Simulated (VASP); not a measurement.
# Sc3B2Ir5 (P4/mbm) in VASP: single point with PBE

Aim: the single point of Sc3B2Ir5 with PBE.

All numbers are computed with VASP 6.6.1; they aren't measurements. Logs are shortened: lines on timing, memory, paths and dates and some standing lists are left out, and cuts for length are marked.

## 1. The cell of the first run

Symmetry: P4/mbm, No. 127, tetragonal system. The conventional cell has a = 9.583 Å, b = 9.583 Å, c = 3.058 Å, α = 90.00°, β = 90.00°, γ = 90.00°. Within 3.6 Å of Sc (site symmetry m2m) lie 3 B at 2.72 to 2.91 Å and 10 Ir at 2.84 to 2.98 Å and 4 Sc at 3.06 to 3.53 Å. Sc (site symmetry 4/m) has 8 Ir at 2.71 Å and 6 Sc at 3.06 to 3.53 Å within 3.6 Å. B (site symmetry m2m) has 6 Ir at 2.19 to 2.26 Å and 3 Sc at 2.72 to 2.91 Å and 2 B at 3.06 Å within 3.1 Å. Within 3.2 Å of Ir (site symmetry m) lie 2 B at 2.19 Å and 6 Sc at 2.71 to 2.98 Å and 6 Ir at 2.74 to 3.17 Å. Within 3.1 Å of Ir (site symmetry mmm) lie 4 B at 2.26 Å and 6 Ir at 2.74 to 3.06 Å and 4 Sc at 2.84 Å.

## 2. Single point, PBE

Contents of INCAR:

```
PREC     = Accurate       # precision mode
ENCUT    = 500            # plane-wave cutoff, eV
EDIFF    = 1E-6           # SCF threshold, eV
ISMEAR   = 0              # smearing method
SIGMA    = 0.1            # smearing width, eV
LREAL    = False          # projectors in reciprocal space
LASPH    = True           # aspherical terms in the spheres
NELM     = 120            # most SCF steps
ALGO     = Normal         # electronic algorithm
ISIF     = 2              # what is computed and relaxed
LWAVE    = False          # write WAVECAR
LCHARG   = False          # write CHGCAR
GGA      = PE             # functional
NBANDS   = 100            # bands
GGA_COMPAT= False
```

Contents of KPOINTS:

```
Automatic mesh
0
Gamma
  2 2 6
```

Contents of POSCAR:

```
Sc3B2Ir5
1.0
    9.5829944600      0.0000000000      0.0000000000
    0.0000000000      9.5829944600      0.0000000000
    0.0000000000      0.0000000000      3.0578076800
Sc B Ir
6 4 10
Direct
    0.1767076100      0.6767076300      0.0000000000
    0.8232923700      0.3232924000      0.0000000000
    0.3232924000      0.1767076100      0.0000000000
    0.6767076300      0.8232923700      0.0000000000
    0.0000000000      0.0000000000      0.0000000000
    0.5000000000      0.5000000000      0.0000000000
    0.6223350200      0.1223350000      0.0000000000
    0.3776650100      0.8776649800      0.0000000000
    0.8776649800      0.6223350200      0.0000000000
    0.1223350000      0.3776650100      0.0000000000
    0.0703299200      0.2227180700      0.5000000000
    0.9296701000      0.7772819400      0.5000000000
    0.7772819400      0.0703299200      0.5000000000
    0.4296700700      0.7227180600      0.5000000000
    0.2227180700      0.9296701000      0.5000000000
    0.5703299000      0.2772819400      0.5000000000
    0.7227180600      0.5703299000      0.5000000000
    0.2772819400      0.4296700700      0.5000000000
    0.0000000000      0.5000000000      0.5000000000
    0.5000000000      0.0000000000      0.5000000000
```

Potentials or basis: VASP PAW PBE potentials, release 64 (Sc_sv, B, Ir).

Command:

```sh
$ cat potpaw_PBE.64/Sc_sv/POTCAR potpaw_PBE.64/B/POTCAR potpaw_PBE.64/Ir/POTCAR > POTCAR
$ mpirun -np 1 vasp_std > vasp.out
```

OUTCAR:

```text
PREC = Accurate
   ENCUT = 500
   EDIFF = 1E-6
   ISMEAR = 0
   LREAL = False
   LASPH = True
   NELM = 120
   ISIF = 2
   GGA = PE

 ion  position               nearest neighbor table
   1  0.177  0.677  0.000-   8 2.72  19 2.84  19 2.84  14 2.90  14 2.90  15 2.90  15 2.90  12 2.98
                            12 2.98  18 2.98  18 2.98
   2  0.823  0.323  0.000-   7 2.72  19 2.84  19 2.84  16 2.90  16 2.90  13 2.90  13 2.90  17 2.98
                            17 2.98  11 2.98  11 2.98
   3  0.323  0.177  0.000-  10 2.72  20 2.84  20 2.84  18 2.90  18 2.90  11 2.90  11 2.90  16 2.98
                            16 2.98  15 2.98  15 2.98
   4  0.677  0.823  0.000-   9 2.72  20 2.84  20 2.84  12 2.90  12 2.90  17 2.90  17 2.90  13 2.98
                            13 2.98  14 2.98  14 2.98
   5  0.000  0.000  0.000-  12 2.71  12 2.71  13 2.71  13 2.71  15 2.71  15 2.71  11 2.71  11 2.71

   6  0.500  0.500  0.000-  16 2.71  17 2.71  16 2.71  17 2.71  14 2.71  14 2.71  18 2.71  18 2.71

   7  0.622  0.122  0.000-  13 2.19  13 2.19  16 2.19  16 2.19  20 2.26  20 2.26   2 2.72
   8  0.378  0.878  0.000-  14 2.19  14 2.19  15 2.19  15 2.19  20 2.26  20 2.26   1 2.72
   9  0.878  0.622  0.000-  12 2.19  17 2.19  12 2.19  17 2.19  19 2.26  19 2.26   4 2.72
  10  0.122  0.378  0.000-  18 2.19  18 2.19  11 2.19  11 2.19  19 2.26  19 2.26   3 2.72
  11  0.070  0.223  0.500-  10 2.19  10 2.19   5 2.71   5 2.71  19 2.74  18 2.80   3 2.90   3 2.90
                             2 2.98   2 2.98  15 3.17  13 3.17
  12  0.930  0.777  0.500-   9 2.19   9 2.19   5 2.71   5 2.71  19 2.74  17 2.80   4 2.90   4 2.90
                             1 2.98   1 2.98  15 3.17  13 3.17
  13  0.777  0.070  0.500-   7 2.19   7 2.19   5 2.71   5 2.71  20 2.74  16 2.80   2 2.90   2 2.90
                             4 2.98   4 2.98  11 3.17  12 3.17
  14  0.430  0.723  0.500-   8 2.19   8 2.19   6 2.71   6 2.71  20 2.74  15 2.80   1 2.90   1 2.90
                             4 2.98   4 2.98  18 3.17  17 3.17
  15  0.223  0.930  0.500-   8 2.19   8 2.19   5 2.71   5 2.71  20 2.74  14 2.80   1 2.90   1 2.90
                             3 2.98   3 2.98  11 3.17  12 3.17
  16  0.570  0.277  0.500-   7 2.19   7 2.19   6 2.71   6 2.71  20 2.74  13 2.80   2 2.90   2 2.90
                             3 2.98   3 2.98  18 3.17  17 3.17
  17  0.723  0.570  0.500-   9 2.19   9 2.19   6 2.71   6 2.71  19 2.74  12 2.80   4 2.90   4 2.90
                             2 2.98   2 2.98  16 3.17  14 3.17
  18  0.277  0.430  0.500-  10 2.19  10 2.19   6 2.71   6 2.71  19 2.74  11 2.80   3 2.90   3 2.90
                             1 2.98   1 2.98  16 3.17  14 3.17
  19  0.000  0.500  0.500-  10 2.26  10 2.26   9 2.26   9 2.26  11 2.74  12 2.74  17 2.74  18 2.74
                             2 2.84   2 2.84   1 2.84   1 2.84
  20  0.500  0.000  0.500-   8 2.26   8 2.26   7 2.26   7 2.26  15 2.74  16 2.74  13 2.74  14 2.74
                             3 2.84   3 2.84   4 2.84   4 2.84

  LATTYP: Found a simple tetragonal cell.
 ALAT       =     9.5829944600
 C/A-ratio  =     0.3190868671

  Lattice vectors:

 A1 = (   9.5829944600,   0.0000000000,   0.0000000000)
 A2 = (   0.0000000000,   9.5829944600,   0.0000000000)
 A3 = (   0.0000000000,   0.0000000000,   3.0578076800)

Analysis of symmetry for initial positions (statically):
=====================================================================
 Subroutine PRICEL returns:
 Original cell was already a primitive cell.

 Routine SETGRP: Setting up the symmetry group for a
 simple tetragonal supercell.

 Subroutine GETGRP returns: Found 16 space group operations
 (whereof  8 operations were pure point group operations)
 out of a pool of 16 trial point group operations.

The static configuration has the point symmetry C_4h.
 The point group associated with its full space group is D_4h.

Analysis of symmetry for dynamics (positions and initial velocities):
=====================================================================
 Subroutine PRICEL returns:
 Original cell was already a primitive cell.

 Routine SETGRP: Setting up the symmetry group for a
 simple tetragonal supercell.

 Subroutine GETGRP returns: Found 16 space group operations
 (whereof  8 operations were pure point group operations)
 out of a pool of 16 trial point group operations.

The dynamic configuration has the point symmetry C_4h.
 The point group associated with its full space group is D_4h.

 Subroutine INISYM returns: Found 16 space group operations
 (whereof  8 operations are pure point group operations),
 and found     1 'primitive' translations

----------------------------------------------------------------------------------------

                                     Primitive cell

  volume of cell :     280.8100

  direct lattice vectors                    reciprocal lattice vectors
     9.582994460  0.000000000  0.000000000     0.104351516  0.000000000  0.000000000
     0.000000000  9.582994460  0.000000000     0.000000000  0.104351516  0.000000000
     0.000000000  0.000000000  3.057807680     0.000000000  0.000000000  0.327031686

  length of vectors
     9.582994460  9.582994460  3.057807680     0.104351516  0.104351516  0.327031686

  position of ions in fractional coordinates (direct lattice)
     0.176707610  0.676707630  0.000000000
     0.823292370  0.323292400  0.000000000
     0.323292400  0.176707610  0.000000000
     0.676707630  0.823292370  0.000000000
     0.000000000  0.000000000  0.000000000
     0.500000000  0.500000000  0.000000000
[... 12 lines left out ...]
     0.000000000  0.500000000  0.500000000
     0.500000000  0.000000000  0.500000000

  ion indices of the primitive-cell ions
   primitive index   ion index
                 1           1
                 2           2
                 3           3
                 4           4
                 5           5
                 6           6
[... 12 lines left out ...]
                19          19
                20          20

----------------------------------------------------------------------------------------

 KPOINTS: Automatic mesh

Automatic generation of k-mesh.
 Grid dimensions read from file:
 generate k-points for:    2    2    6

 Generating k-lattice:

  Cartesian coordinates                     Fractional coordinates (reciprocal lattice)
     0.052175758  0.000000000  0.000000000     0.500000000  0.000000000  0.000000000
     0.000000000  0.052175758  0.000000000     0.000000000  0.500000000  0.000000000
     0.000000000  0.000000000  0.054505281     0.000000000  0.000000000  0.166666667

  Length of vectors
     0.052175758  0.052175758  0.054505281

  Shift w.r.t. Gamma in fractional coordinates (k-lattice)
     0.000000000  0.000000000  0.000000000

 Subroutine IBZKPT returns following result:
 ===========================================

 Found     12 irreducible k-points:

 Following reciprocal coordinates:
            Coordinates               Weight
  0.000000  0.000000  0.000000      1.000000
  0.500000  0.000000  0.000000      2.000000
  0.500000  0.500000  0.000000      1.000000
  0.000000  0.000000  0.166667      2.000000
  0.500000  0.000000  0.166667      4.000000
  0.500000  0.500000  0.166667      2.000000
  0.000000  0.000000  0.333333      2.000000
  0.500000  0.000000  0.333333      4.000000
  0.500000  0.500000  0.333333      2.000000
  0.000000  0.000000  0.500000      1.000000
  0.500000  0.000000  0.500000      2.000000
  0.500000  0.500000  0.500000      1.000000
   k-points           NKPTS =     12   k-points in BZ     NKDIM =     12   number of bands    NBANDS=    100
   number of dos      NEDOS =    301   number of ions     NIONS =     20
   total plane-waves  NPLWV = 117600
   dimension x,y,z NGX =    70 NGY =   70 NGZ =   24
   dimension x,y,z NGXF=   140 NGYF=  140 NGZF=   48
   ions per type =               6   4  10
   NGX,Y,Z   is equivalent  to a cutoff of  12.14, 12.14, 13.05 a.u.
   NGXF,Y,Z  is equivalent  to a cutoff of  24.29, 24.29, 26.10 a.u.
 SYSTEM =  unknown system
   PREC   = accura    normal or accurate (medium, high low for compatibility)
   ISTART =      0    job   : 0-new  1-cont  2-samecut
   ICHARG =      2    charge: 1-file 2-atom 10-const
   ISPIN  =      1    spin polarized calculation?
   LNONCOLLINEAR =      F non collinear calculations
   LSORBIT =      F    spin-orbit coupling
   LASPH  =      T    aspherical Exc in radial PAW
   ENCUT  =  500.0 eV  36.75 Ry    6.06 a.u.  17.47 17.47  5.58*2*pi/ulx,y,z
   NELM   =    120;   NELMIN=  2; NELMDL= -5     # of ELM steps
   EDIFF  = 0.1E-05   stopping-criterion for ELM
   LREAL  =      F    real-space projection
   EDIFFG = 0.1E-04   stopping-criterion for IOM
   NSW    =      0    number of steps for IOM
   IBRION =     -1    ionic relax: 0-MD 1-quasi-New 2-CG
   NFREE  =      0    steps in history (QN), initial steepest desc. (CG)
   ISIF   =      2    stress and relaxation
   ISYM   =      2    0-nonsym 1-usesym 2-fastsym
   POTIM  = 0.5000    time-step for ionic-motion
   TEBEG  =    0.0;   TEEND  =   0.0 temperature during run
   PSTRESS=    0.0 pullay stress
   NELECT =     168.0000    total number of electrons
   NUPDOWN=      -1.0000    fix difference up-down
   EMIN   =  10.00;   EMAX   =-10.00  energy-range for DOS
   EFERMI =   0.00;   METHOD = LEGACY
   ISMEAR =     0;   SIGMA  =   0.10  broadening in eV -4-tet -1-fermi 0-gaus
   EFERMI_NEDOS =   21; number of points for ismear=-14 and -15
   IALGO  =     38    algorithm
   IMIX   =      4    mixing-type and parameters
     AMIX     =   0.40;   BMIX     =  1.00
     AMIX_MAG =   1.60;   BMIX_MAG =  1.00
  volume/ion in A,a.u.               =      14.04        94.75
  Fermi-wavevector in a.u.,A,eV,Ry     =   1.379453  2.606789 25.890414  1.902892
  Thomas-Fermi vector in A             =   2.504421
   LORBIT       =      0    0 simple, 1 ext, 2 COOP (PROOUT), +10 PAW based schemes
   GGA     = PE    functional components
   LHFCALC =     F    Hartree Fock is set to
   AEXX    =    0.0000 exact exchange contribution
   IVDW    =     0    specifies the selected vdW correction
   LEPSILON=     F    determine dielectric tensor
   LRPA    =     F    only Hartree local field effects (RPA)
 non-spin polarized calculation
 Gauss-broadening in eV      SIGMA  =   0.10
  energy-cutoff  :      500.00
  volume of cell :      280.81
 maximum number of plane-waves:      7183
 NGX is ok and might be reduce to    70
   NGX = 35   NGY = 35   NGZ = 11

 number of electron     167.9999999 magnetization

 Free energy of the ion-electron system (eV)
  ---------------------------------------------------
  ext. energy  EPLUGINS =         0.00000000
  ---------------------------------------------------
  free energy    TOTEN  =      -170.06691625 eV

  energy without entropy =     -170.04270119  energy(sigma->0) =     -170.05480872

 E-fermi :   7.8074     XC(G=0): -12.6624

 val. band max:        7.7873176567   @ k =   0.0000   0.0000   0.5000
 cond. band min:       7.8433740713   @ k =   0.0000   0.0000   0.5000
 fundamental gap:      0.0560564147
 Fermi energy:         7.8074407935

 k-point     1 :       0.0000    0.0000    0.0000
  band No.  band energies     occupation
      1     -41.4986      2.00000
      2     -41.4973      2.00000
      3     -41.4973      2.00000
      4     -41.4973      2.00000
      5     -40.6434      2.00000
      6     -40.6434      2.00000
[... 1177 lines left out ...]
     95       8.9881      0.00000
     96       8.9881      0.00000
 [bands above 96 left out]

------------------------ aborting loop because EDIFF is reached ----------------------------------------

  FORCE on cell =-STRESS in cart. coord.  units (eV):
  Direction    XX          YY          ZZ          XY          YZ          ZX
  --------------------------------------------------------------------------------------
  -------------------------------------------------------------------------------------
  Total        3.5638530      3.5638530      6.9607047      0.0000000      0.0000000      0.0000000
  in kB       20.3337615     20.3337615     39.7146874      0.0000000      0.0000000      0.0000000
  external PRESSURE =      26.7940701 kB  Pullay stress =       0.0000000 kB

 VOLUME and BASIS-vectors are now :
 -----------------------------------------------------------------------------
  energy-cutoff  :      500.00
  volume of cell :      280.81
      direct lattice vectors                 reciprocal lattice vectors
     9.582994460  0.000000000  0.000000000     0.104351516  0.000000000  0.000000000
     0.000000000  9.582994460  0.000000000     0.000000000  0.104351516  0.000000000
     0.000000000  0.000000000  3.057807680     0.000000000  0.000000000  0.327031686

 POSITION                                       TOTAL-FORCE (eV/Angst)
 -----------------------------------------------------------------------------------
      1.69339      6.48489      0.00000        -0.049524     -0.049524      0.000000
      7.88961      3.09811      0.00000         0.049524      0.049524     -0.000000
      3.09811      1.69339      0.00000         0.049524     -0.049524      0.000000
      6.48489      7.88961      0.00000        -0.049524      0.049524      0.000000
      0.00000      0.00000      0.00000         0.000000      0.000000      0.000000
      4.79150      4.79150      0.00000         0.000000      0.000000      0.000000
[... 12 lines left out ...]
      0.00000      4.79150      1.52890         0.000000      0.000000      0.000000
      4.79150      0.00000      1.52890         0.000000      0.000000      0.000000
 -----------------------------------------------------------------------------------
    total drift:                                0.000253     -0.000276      0.000000

  FREE ENERGIE OF THE ION-ELECTRON SYSTEM (eV)
  ---------------------------------------------------
  free  energy   TOTEN  =      -170.0669162489 eV

  energy  without entropy=     -170.0427011941  energy(sigma->0) =     -170.05480872
```

Run time: 8.3 min. Hardware: 1 thread of Intel Xeon Platinum 8375C at 2.90GHz (Ice Lake), shared host; peak memory 0.47 GiB.

Results:

* Free energy: -170.0669 eV
* Pressure: 2.7 GPa
* Largest force: 0.089 eV/Å
* Band gap on the k mesh: zero (bands 84 and 85 overlap by 0.08 eV)

Forces in eV/Å, atoms in the order of the input:
```
Sc  -0.050 -0.050  0.000
Sc   0.050  0.050  0.000
Sc   0.050 -0.050  0.000
Sc  -0.050  0.050  0.000
Sc   0.000  0.000  0.000
Sc   0.000  0.000  0.000
B   -0.063 -0.063  0.000
B    0.063  0.063  0.000
B    0.063 -0.063  0.000
B   -0.063  0.063  0.000
Ir  -0.017 -0.066  0.000
Ir   0.017  0.066  0.000
Ir   0.066 -0.017  0.000
Ir   0.017 -0.066  0.000
Ir  -0.066  0.017  0.000
Ir  -0.017  0.066  0.000
Ir  -0.066 -0.017  0.000
Ir   0.066  0.017  0.000
Ir   0.000  0.000  0.000
Ir   0.000  0.000  0.000
```

Caveat: spin-orbit coupling is left out, which moves the levels of the heavy elements.

The gap in the log of VASP goes by the Fermi energy; the results here count the filled bands.